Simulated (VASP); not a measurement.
## BN: single point with revPBE

Crystal: BN.

```
CELL_PARAMETERS angstrom
2.53693 0.00000 0.00000
-1.26847 2.19705 0.00000
0.00000 0.00000 4.19592
ATOMIC_POSITIONS crystal
B 0.66667 0.33333 0.00027
B 0.33333 0.66667 0.50027
N 0.66667 0.33333 0.37473
N 0.33333 0.66667 0.87473
```

```yaml
Program: VASP 6.6.1
Task: single point
Functional: revPBE
Potentials_or_basis: VASP PAW PBE potentials, release 64 (B, N)
Cutoff: 600 eV
k_mesh: 10 × 10 × 6
Occupations: gaussian, width 0.05 eV
Spin: no spin polarisation
Dipole_correction: no
Further_INCAR_settings: ALGO = Normal; EDIFF = 1e-06; NBANDS = 16
```

- Pressure: 12.6 GPa
- Largest force: 0.004 eV/Å
- Band gap on the k mesh: 5.41 eV, indirect (least direct gap 8.37 eV)

Forces on the atoms (eV/Å):
```
B    0.000  0.000  0.004
B    0.000  0.000  0.004
N    0.000  0.000 -0.004
N    0.000  0.000 -0.004
```

Stress tensor (GPa, compression positive):
```
12.62  0.00  0.00
 0.00 12.62  0.00
 0.00  0.00 12.45
```

Levels at points of the mesh, in eV from the valence-band top:
```csv
k point,band 5,band 6,band 7,band 8,band 9,band 10,band 11,band 12
"(0.00, 0.00, 0.00)",-2.15,-0.28,0.00,0.00,8.46,8.46,8.71,9.64
"(0.50, 0.00, 0.00)",-6.99,-5.04,-4.47,-2.13,6.77,8.03,10.69,11.61
"(0.00, 0.00, 0.50)",-1.19,-1.19,-1.19,-1.19,9.61,9.61,10.03,10.03
"(0.50, 0.00, 0.50)",-3.81,-3.81,-3.61,-3.61,6.65,6.65,10.13,10.13
```

It took 29 s on 1 thread of Intel Xeon 8259CL, with other jobs on the host, peak memory 0.14 GiB.

Caveat: the PAW data sets were made with another functional, which shifts forces and pressure a little. A k mesh can miss the band edges.
